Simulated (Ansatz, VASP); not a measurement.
# BN in VASP and in Ansatz

```xyz
4
Lattice="2.5545 0.0000 0.0000 -1.2773 2.2123 0.0000 0.0000 0.0000 4.2246" Properties=species:S:1:pos:R:3 pbc="T T T"
B     1.2773    0.7374    0.0008
B     0.0000    1.4748    2.1131
N     1.2773    0.7374    1.5834
N     0.0000    1.4748    3.6957
```

Alike in both runs: functional PBE; k mesh 15 × 15 × 8; occupations gaussian, width 0.02 eV; no spin polarisation.

Ansatz relaxed the structure, and its values are those at the end. VASP's run is a single point on that final structure, the one shown.

```csv
,VASP,Ansatz
version,VASP 6.6.1,Ansatz 0.2.0
potentials or method,"VASP PAW PBE potentials, release 64 (B, N), cutoff 600 eV","scalar-relativistic, plane waves, PAW"
valence electrons in the cell,16,16
```

VASP gave:

```
gap on the k mesh at the Fermi level (eV) : 5.21
least direct gap on the mesh (eV)         : 8.23
pressure (GPa)                            : 0.0
```

Question: Which values does Ansatz return?

Answer: gap on the k mesh at the Fermi level (eV): 5.23; least direct gap on the mesh (eV): 8.24; pressure (GPa): 0.0.
